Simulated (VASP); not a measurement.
Write the native input for VASP 6.6.1 that does the following.

```
Task                   : single point
Functional             : PBE
Potentials or basis    : VASP PAW PBE potentials, release 64 (Sc_sv, N, Al)
Cutoff                 : 520 eV
k mesh                 : 4 × 4 × 4
Occupations            : gaussian, width 0.01 eV
Spin                   : no spin polarisation
Dipole correction      : no
Further INCAR settings : ALGO = Normal; EDIFF = 1e-06; NBANDS = 20
```

The structure of ScAlN2 lies in POSCAR:

```
ScAlN2
1.0
    3.0945290386      0.0000000000      0.0000000000
    0.0000000000      3.0945290386      0.0000000000
    0.0000000000      0.0000000000      4.3897963426
Sc N Al
1 2 1
Direct
    0.0000000000      0.0000000000      0.0000000000
    0.0000000000      0.0000000000      0.5000000000
    0.5000000000      0.5000000000      0.0000000000
    0.5000000000      0.5000000000      0.5000000000
```

This cell differs from its parent crystal: volume changed by +5%.

One way to write it, as run:

INCAR

```
PREC = Accurate
ENCUT = 520
EDIFF = 1E-6
ISMEAR = 0
SIGMA = 0.01
LREAL = False
LASPH = True
NELM = 60
ALGO = Normal
ISIF = 2
LWAVE = False
LCHARG = False
GGA = PE
NBANDS = 20
```

KPOINTS

```
Automatic mesh
0
Gamma
  4 4 4
```

Potentials or basis: VASP PAW PBE potentials, release 64 (Sc_sv, N, Al).

The run is started by

```console
$ cat potpaw_PBE.64/Sc_sv/POTCAR potpaw_PBE.64/N/POTCAR potpaw_PBE.64/Al/POTCAR > POTCAR
$ mpirun -np 1 vasp_std > vasp.out
```

It gave:

- Pressure: -5.7 GPa
- Band gap on the k mesh: 0.74 eV, direct

Caveat: the k points lie up to 0.51 Å⁻¹ apart.

Run time: 28 s on 1 thread of AMD EPYC 7R13, on a shared host, peak memory 0.13 GiB.
